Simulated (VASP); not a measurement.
CsI:

```
Cs I
1.0
     4.56670    0.00000    0.00000
     0.00000    4.56670    0.00000
     0.00000    0.00000    4.56670
Cs I
1 1
Direct
  0.00000 0.00000 0.00000
  0.50000 0.50000 0.50000
```

```yaml
Program: VASP 6.6.1
Task: relaxation of cell and atoms
Functional: LDA
Potentials_or_basis: VASP PAW LDA potentials, release 64 (Cs_sv, I)
Cutoff: 500 eV
k_mesh: 10 × 10 × 10
Occupations: fermi-dirac, width 0.08 eV
Spin: no spin polarisation
```

At the start: pressure -1.4 GPa; volume 47.62 Å³/atom.

Question: How do energy, volume and symmetry change on relaxing?

Answer: Over 4 steps the energy falls by 22.8 meV/atom and the volume is 42.83 Å³/atom (-10.1 %); space group Pm-3m (No. 221, to 0.1 Å) before and after.

Step by step:
| step | energy change (eV) | largest force (eV/Å) | pressure (GPa) | volume (Å³) |
| --- | --- | --- | --- | --- |
| 1 | 0.0000 | 0.0000 | -1.37 | 95.24 |
| 2 | -0.0362 | 0.0000 | -0.70 | 89.75 |
| 3 | -0.0455 | 0.0000 | -0.08 | 86.13 |
| 4 | -0.0456 | 0.0000 | 0.00 | 85.65 |

Final structure:
```cif
data_structure
_symmetry_space_group_name_H-M 'P 1'
_symmetry_Int_Tables_number 1
_cell_length_a 4.4081
_cell_length_b 4.4081
_cell_length_c 4.4081
_cell_angle_alpha 90.000
_cell_angle_beta 90.000
_cell_angle_gamma 90.000
_cell_volume 85.65
loop_
_atom_site_label
_atom_site_type_symbol
_atom_site_fract_x
_atom_site_fract_y
_atom_site_fract_z
_atom_site_occupancy
Cs1 Cs 0.00000 0.00000 0.00000 1
I1 I 0.50000 0.50000 0.50000 1
```
